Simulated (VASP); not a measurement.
Input of a VASP 6.6.1 run:

Contents of INCAR:

```
PREC = Accurate ; ENCUT = 520
EDIFF = 1E-7 ; ISMEAR = -1
SIGMA = 0.02 ; LREAL = False
LASPH = True ; NELM = 80
ALGO = Normal ; ISIF = 2
LWAVE = False ; LCHARG = True
GGA = PE ; LELF = True
LVHAR = True ; NBANDS = 28
```

File KPOINTS:

```
regular mesh
0
Gamma
  8 8 8
```

POSCAR

```
BaTiO3
1.0
    4.0622394458      0.0000000000      0.0000000000
    0.0000000000      2.8926925578      2.9016141701
    0.0000000000     -2.8926925578      2.9016141701
Ba Ti O
1 1 3
Direct
    0.0000000000      0.0116995422      0.0116995422
    0.5000000000      0.5274046014      0.5274046014
    0.0000000000      0.4898239772      0.4898239772
    0.5000000000      0.4912526678      0.9760392115
    0.5000000000      0.9760392115      0.4912526678
```

Potentials or basis: VASP PAW PBE potentials, release 64 (Ba_sv, Ti_sv, O).

The run is started by

```sh
$ cat potpaw_PBE.64/Ba_sv/POTCAR potpaw_PBE.64/Ti_sv/POTCAR potpaw_PBE.64/O/POTCAR > POTCAR
$ mpirun -np 1 vasp_std > vasp.out
```

Question: Estimate the largest force.

Answer: 0.107 eV/Å.

Question: Predict the band gap on the k mesh.

Answer: 2.31 eV, indirect (least direct gap 2.82 eV).

Stress tensor (GPa, compression positive):
```
-3.58  0.00  0.00
 0.00 -0.51  0.00
 0.00  0.00  0.57
```

Caveat: spin-orbit coupling is left out, which moves the levels of the heavy elements. A k mesh can miss the band edges.
